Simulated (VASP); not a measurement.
# Ge (I4_1/amd) in VASP: further runs, part 2 of 3

VASP 6.6.1.

### Step 3. Single point, r2SCAN

This run uses another cell than the first one, of 18.89 Å³/atom.

POSCAR

```
Ge
1.0
   -2.5915398167      2.5915398167      1.4066673013
    2.5915398167     -2.5915398167      1.4066673013
    2.5915398167      2.5915398167     -1.4066673013
Ge
2
Direct
    0.5000000000      0.5000000000      0.0000000000
    0.2500000000      0.7500000000      0.5000000000
```

INCAR.step1

```
SYSTEM = Ge
PREC = Accurate ; ENCUT = 520
ISMEAR = -1 ; SIGMA = 0.05
LREAL = .False. ; LASPH = .True.
NELM = 60 ; NBANDS = 21
GGA = PE ; ALGO = Normal
EDIFF = 1E-4 ; LWAVE = .True.
LCHARG = .False.
```

INCAR.step2

```
SYSTEM = Ge
PREC = Accurate ; ENCUT = 520
EDIFF = 1E-6 ; ISMEAR = -1
SIGMA = 0.05 ; LREAL = .False.
LASPH = .True. ; NELM = 60
ALGO = Normal ; ISIF = 2
LWAVE = .False. ; LCHARG = .False.
METAGGA = R2SCAN ; LMIXTAU = .True.
NBANDS = 21 ; ISTART = 1
```

KPOINTS

```
Automatic mesh
0
Gamma
  11 11 11
  0 0 0
```

Potentials or basis: VASP PAW PBE potentials, release 64 (Ge_d).

Run with:

```
> cat potpaw_PBE.64/Ge_d/POTCAR > POTCAR
> cp INCAR.step1 INCAR
> mpirun -np 1 vasp_std > vasp.out
> cp INCAR.step2 INCAR
> mpirun -np 1 vasp_std > vasp.out
```

OUTCAR:

```text
SYSTEM = Ge
   PREC = Accurate
   ENCUT = 520
   EDIFF = 1E-6
   ISMEAR = -1
   LREAL = .False.
   LASPH = .True.
   NELM = 60
   ISIF = 2
   METAGGA = R2SCAN
   ISTART = 1

 ion  position               nearest neighbor table
   1  0.500  0.500  0.000-   2 2.69   2 2.69   2 2.69   2 2.69
   2  0.250  0.750  0.500-   1 2.69   1 2.69   1 2.69   1 2.69

  LATTYP: Found a body centered tetragonal cell.
 ALAT       =     5.1830796334
 C/A-ratio  =     0.5427920853

  Lattice vectors:

 A1 = (  -2.5915398167,   2.5915398167,   1.4066673013)
 A2 = (   2.5915398167,  -2.5915398167,   1.4066673013)
 A3 = (   2.5915398167,   2.5915398167,  -1.4066673013)

Analysis of symmetry for initial positions (statically):
=====================================================================
 Subroutine PRICEL returns:
 Original cell was already a primitive cell.

 Routine SETGRP: Setting up the symmetry group for a
 body centered tetragonal supercell.

 Subroutine GETGRP returns: Found 16 space group operations
 (whereof  8 operations were pure point group operations)
 out of a pool of 16 trial point group operations.

The static configuration has the point symmetry D_2d.
 The point group associated with its full space group is D_4h.

Analysis of symmetry for dynamics (positions and initial velocities):
=====================================================================
 Subroutine PRICEL returns:
 Original cell was already a primitive cell.

 Routine SETGRP: Setting up the symmetry group for a
 body centered tetragonal supercell.

 Subroutine GETGRP returns: Found 16 space group operations
 (whereof  8 operations were pure point group operations)
 out of a pool of 16 trial point group operations.

The dynamic configuration has the point symmetry D_2d.
 The point group associated with its full space group is D_4h.

 Subroutine INISYM returns: Found 16 space group operations
 (whereof  8 operations are pure point group operations),
 and found     1 'primitive' translations

----------------------------------------------------------------------------------------

                                     Primitive cell

  volume of cell :      37.7892

  direct lattice vectors                    reciprocal lattice vectors
    -2.591539817  2.591539817  1.406667301     0.000000000  0.192935488  0.355450077
     2.591539817 -2.591539817  1.406667301     0.192935488  0.000000000  0.355450077
     2.591539817  2.591539817 -1.406667301     0.192935488  0.192935488  0.000000000

  length of vectors
     3.925668114  3.925668114  3.925668114     0.404436472  0.404436472  0.272851984

  position of ions in fractional coordinates (direct lattice)
     0.500000000  0.500000000  0.000000000
     0.250000000  0.750000000  0.500000000

  ion indices of the primitive-cell ions
   primitive index   ion index
                 1           1
                 2           2

----------------------------------------------------------------------------------------

 KPOINTS: Automatic mesh

Automatic generation of k-mesh.
 Grid dimensions read from file:
 generate k-points for:   11   11   11

 Generating k-lattice:

  Cartesian coordinates                     Fractional coordinates (reciprocal lattice)
     0.000000000  0.017539590  0.032313643     0.090909091  0.000000000  0.000000000
     0.017539590  0.000000000  0.032313643     0.000000000  0.090909091  0.000000000
     0.017539590  0.017539590  0.000000000     0.000000000  0.000000000  0.090909091

  Length of vectors
     0.036766952  0.036766952  0.024804726

  Shift w.r.t. Gamma in fractional coordinates (k-lattice)
     0.000000000  0.000000000  0.000000000

 Subroutine IBZKPT returns following result:
 ===========================================

 Found    126 irreducible k-points:

 Following reciprocal coordinates:
            Coordinates               Weight
  0.000000  0.000000  0.000000      1.000000
  0.090909  0.000000  0.000000      8.000000
  0.181818  0.000000  0.000000      8.000000
  0.272727  0.000000 -0.000000      8.000000
  0.363636  0.000000  0.000000      8.000000
  0.454545  0.000000 -0.000000      8.000000
[... 16 lines left out ...]
 -0.272727  0.181818  0.000000     16.000000
 -0.181818  0.181818  0.000000      4.000000
 [... further k-points ...]
   k-points           NKPTS =    126   k-points in BZ     NKDIM =    126   number of bands    NBANDS=     21
   number of dos      NEDOS =    301   number of ions     NIONS =      2
   total plane-waves  NPLWV =  27000
   dimension x,y,z NGX =    30 NGY =   30 NGZ =   30
   dimension x,y,z NGXF=    60 NGYF=   60 NGZF=   60
   ions per type =               2
   NGX,Y,Z   is equivalent  to a cutoff of  12.70, 12.70, 12.70 a.u.
   NGXF,Y,Z  is equivalent  to a cutoff of  25.41, 25.41, 25.41 a.u.
 SYSTEM =  Ge
   PREC   = accura    normal or accurate (medium, high low for compatibility)
   ISTART =      1    job   : 0-new  1-cont  2-samecut
   ICHARG =      0    charge: 1-file 2-atom 10-const
   ISPIN  =      1    spin polarized calculation?
   LNONCOLLINEAR =      F non collinear calculations
   LSORBIT =      F    spin-orbit coupling
   LASPH  =      T    aspherical Exc in radial PAW
   ENCUT  =  520.0 eV  38.22 Ry    6.18 a.u.   7.30  7.30  7.30*2*pi/ulx,y,z
   NELM   =     60;   NELMIN=  2; NELMDL=  0     # of ELM steps
   EDIFF  = 0.1E-05   stopping-criterion for ELM
   LREAL  =      F    real-space projection
   EDIFFG = 0.1E-04   stopping-criterion for IOM
   NSW    =      0    number of steps for IOM
   IBRION =     -1    ionic relax: 0-MD 1-quasi-New 2-CG
   NFREE  =      0    steps in history (QN), initial steepest desc. (CG)
   ISIF   =      2    stress and relaxation
   ISYM   =      2    0-nonsym 1-usesym 2-fastsym
   POTIM  = 0.5000    time-step for ionic-motion
   TEBEG  =    0.0;   TEEND  =   0.0 temperature during run
   PSTRESS=    0.0 pullay stress
   NELECT =      28.0000    total number of electrons
   NUPDOWN=      -1.0000    fix difference up-down
   EMIN   =  10.00;   EMAX   =-10.00  energy-range for DOS
   EFERMI =   0.00;   METHOD = LEGACY
   ISMEAR =    -1;   SIGMA  =   0.05  broadening in eV -4-tet -1-fermi 0-gaus
   EFERMI_NEDOS =   21; number of points for ismear=-14 and -15
   IALGO  =     38    algorithm
   IMIX   =      4    mixing-type and parameters
     AMIX     =   0.40;   BMIX     =  1.00
     AMIX_MAG =   1.60;   BMIX_MAG =  1.00
  volume/ion in A,a.u.               =      18.89       127.51
  Fermi-wavevector in a.u.,A,eV,Ry     =   1.481398  2.799437 29.858535  2.194540
  Thomas-Fermi vector in A             =   2.595313
   LORBIT       =      0    0 simple, 1 ext, 2 COOP (PROOUT), +10 PAW based schemes
   METAGGA = R2SCAN    functional components
   LHFCALC =     F    Hartree Fock is set to
   AEXX    =    0.0000 exact exchange contribution
   IVDW    =     0    specifies the selected vdW correction
   LEPSILON=     F    determine dielectric tensor
   LRPA    =     F    only Hartree local field effects (RPA)
 non-spin polarized calculation
  energy-cutoff  :      520.00
  volume of cell :       37.79
 maximum number of plane-waves:      1035
 NGX is ok and might be reduce to    30
   NGX = 15   NGY = 15   NGZ = 15

 number of electron      28.0000030 magnetization

 Free energy of the ion-electron system (eV)
  ---------------------------------------------------
  ext. energy  EPLUGINS =         0.00000000
  ---------------------------------------------------
  free energy    TOTEN  =       -27.02741873 eV

  energy without entropy =      -27.02001671  energy(sigma->0) =      -27.02371772

 E-fermi :   6.4796     XC(G=0): -12.2641

 val. band max:        6.4356584835   @ k =   0.4545   0.2727   0.0909
 cond. band min:       6.4968945628   @ k =  -0.1818  -0.2727   0.1818
 fundamental gap:      0.0612360793
 Fermi energy:         6.4795816680

 k-point     1 :       0.0000    0.0000    0.0000
  band No.  band energies     occupation
      1     -19.0069      2.00000
      2     -18.9637      2.00000
      3     -18.9323      2.00000
      4     -18.9276      2.00000
      5     -18.8233      2.00000
      6     -18.8232      2.00000
[... 13 lines left out ...]
     20      18.4946      0.00000
     21      19.4702      0.00000
[... 529 lines left out ...]
 k-point    24 :      -0.1818    0.1818    0.0000
  band No.  band energies     occupation
      1     -18.9896      2.00000
      2     -18.9666      2.00000
      3     -18.9415      2.00000
      4     -18.9122      2.00000
      5     -18.8317      2.00000
      6     -18.8155      2.00000
[... 13 lines left out ...]
     20      19.1245      0.00000
     21      19.6245      0.00000

 [... further k-points ...]

------------------------ aborting loop because EDIFF is reached ----------------------------------------

  FORCE on cell =-STRESS in cart. coord.  units (eV):
  Direction    XX          YY          ZZ          XY          YZ          ZX
  --------------------------------------------------------------------------------------
  -------------------------------------------------------------------------------------
  Total       -0.2937571     -0.2937571     -0.1663582      0.0000000      0.0000000      0.0000000
  in kB      -12.4546591    -12.4546591     -7.0532246      0.0000000      0.0000000      0.0000000
  external PRESSURE =     -10.6541810 kB  Pullay stress =       0.0000000 kB

 VOLUME and BASIS-vectors are now :
 -----------------------------------------------------------------------------
  energy-cutoff  :      520.00
  volume of cell :       37.79
      direct lattice vectors                 reciprocal lattice vectors
    -2.591539817  2.591539817  1.406667301     0.000000000  0.192935488  0.355450077
     2.591539817 -2.591539817  1.406667301     0.192935488  0.000000000  0.355450077
     2.591539817  2.591539817 -1.406667301     0.192935488  0.192935488  0.000000000

 POSITION                                       TOTAL-FORCE (eV/Angst)
 -----------------------------------------------------------------------------------
      0.00000      0.00000      1.40667        -0.000000      0.000000     -0.000000
      2.59154      0.00000      0.70333         0.000000     -0.000000      0.000000
 -----------------------------------------------------------------------------------
    total drift:                                0.000000     -0.000000      0.000000

  FREE ENERGIE OF THE ION-ELECTRON SYSTEM (eV)
  ---------------------------------------------------
  free  energy   TOTEN  =       -27.0274187344 eV

  energy  without entropy=      -27.0200167125  energy(sigma->0) =      -27.02371772
```

Wall time 11 min (1 thread of Intel Xeon 8259CL, shared host); peak memory 0.22 GiB.

What came out:

| Quantity | Value |
| --- | --- |
| Free energy | -27.0274 eV |
| Pressure | -1.1 GPa |
| Band gap on the k mesh | zero (bands 14 and 15 overlap by 4.80 eV) |

Stress tensor (GPa, compression positive):
```
-1.25  0.00  0.00
 0.00 -1.25  0.00
 0.00  0.00 -0.71
```

Caveat: the PAW data sets were made with another functional, which shifts forces and pressure a little.

(Part 2 of 3 ends here.)
